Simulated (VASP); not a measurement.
## CuO: single point with PBEsol

Crystal: CuO.

```
CELL_PARAMETERS angstrom
2.34465 -1.71340 0.00000
2.34465 1.71340 0.00000
-0.86055 0.00000 5.05944
ATOMIC_POSITIONS crystal
Cu 0.00320 0.49680 0.00000
Cu 0.49680 0.00320 0.50000
O 0.57140 0.40560 0.25370
O 0.40560 0.57140 0.75370
```

- Program: VASP 6.6.1
- Task: single point
- Functional: PBEsol
- Potentials or basis: VASP PAW PBE potentials, release 64 (Cu_sv_GW, O)
- Cutoff: 700 eV
- k mesh: 6 × 6 × 3
- Occupations: fermi-dirac, width 0.05 eV
- Spin: no spin polarisation
- Dipole correction: no
- Second run: valence_matched
- Further INCAR settings: ALGO = Normal; EDIFF = 1e-06; NBANDS = 33

- Pressure: -5.4 GPa
- Largest force: 0.738 eV/Å
- Band gap on the k mesh: zero (band 25 reaches 5.76 eV, above the bottom of band 26 at 5.30 eV)

Forces on the atoms (eV/Å):
```
Cu  -0.579  0.330  0.230
Cu  -0.579 -0.330  0.230
O    0.579  0.396 -0.230
O    0.579 -0.396 -0.230
```

Stress tensor (GPa, compression positive):
```
-6.17  0.00 -1.01
 0.00 -3.23  0.00
-1.01  0.00 -6.91
```

Levels at points of the mesh, in eV from the Fermi level:
```tsv
k point	band 22	band 23	band 24	band 25	band 26	band 27	band 28	band 29
(0.00, 0.00, 0.00)	-2.22	-2.14	-1.65	0.20	0.90	1.59	5.84	8.03
(0.50, 0.00, 0.00)	-1.60	-1.50	-1.40	-0.06	0.27	4.71	6.13	6.83
(0.50, 0.50, 0.00)	-2.13	-1.69	-1.22	-0.66	1.05	3.18	6.87	8.39
```

It took 40 s on 1 thread of Intel(R) Xeon(R) 6975P-C (Granite Rapids), with other jobs on the host, peak memory 0.23 GiB.

Caveat: the k points lie up to 0.41 Å⁻¹ apart; the PAW data sets were made with another functional, which shifts forces and pressure a little; semilocal functionals often make such compounds metallic where correlation or magnetic order opens a gap, which also shifts bond lengths. With open d or f shells a metallic result of PBEsol can be an artefact of self-interaction; +U or a hybrid may open a gap.
